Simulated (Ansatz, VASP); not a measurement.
# Two plane-wave programs on AlNi

The input INCAR:

```
  PREC = Accurate
  ENCUT = 520
  EDIFF = 1E-7
  ISMEAR = -1
  SIGMA = 0.05
  LREAL = False
  LASPH = True
  NELM = 60
  ALGO = Normal
  ISIF = 2
  LWAVE = False
  LCHARG = True
  GGA = PE
  LELF = True
  LVHAR = True
  NBANDS = 14
```

File KPOINTS:

```
regular mesh
0
Gamma
  14 14 14
```

POSCAR

```
AlNi
1.0
    0.0000000000      2.3712818416      2.3712818416
    2.3712818416      0.0000000000      2.3712818416
    2.3712818416      2.3712818416      0.0000000000
Ni Al
1 1
Direct
    0.0000000000      0.0000000000      0.0000000000
    0.5000000000      0.5000000000      0.5000000000
```

Input for Ansatz:

```yaml
crystal:
  lattice:
    - [0.0, 2.3712818416, 2.3712818416]
    - [2.3712818416, 0.0, 2.3712818416]
    - [2.3712818416, 2.3712818416, 0.0]
  atoms:
    - { symbol: Ni, position: [0.0, 0.0, 0.0] }
    - { symbol: Al, position: [0.5, 0.5, 0.5] }
kpoints:
  mp_grid: { grid: [14, 14, 14] }
scf:
  occupations: { method: fermi_dirac, width: 0.05 }
hamiltonian:
  xc: pbe
  pseudopotentials: { kind: paw }
output:
  forces: true
  stress: true
  eigenvalues: true
```

Change from the starting cell: volume scaled by 0.93, to set the pressure.

Alike in both runs: task single point; functional PBE; k mesh 14 × 14 × 14; occupations fermi-dirac, width 0.05 eV; no spin polarisation.

```csv
,VASP,Ansatz
version,VASP 6.6.1,Ansatz 0.2.0
potentials or method,"VASP PAW PBE potentials, release 64 (Ni, Al)","PAW with Ansatz's default frozen-core files, scalar-relativistic"
plane-wave cutoff (eV),520,420
valence electrons in the cell,13,21
```

```tsv
	VASP	Ansatz	Ansatz less VASP
pressure (GPa)	9.3	9.3	+0.04
```

VASP's potentials hold 13 valence electrons a cell and Ansatz's 21, so a difference there can come from the potentials and not from the codes.
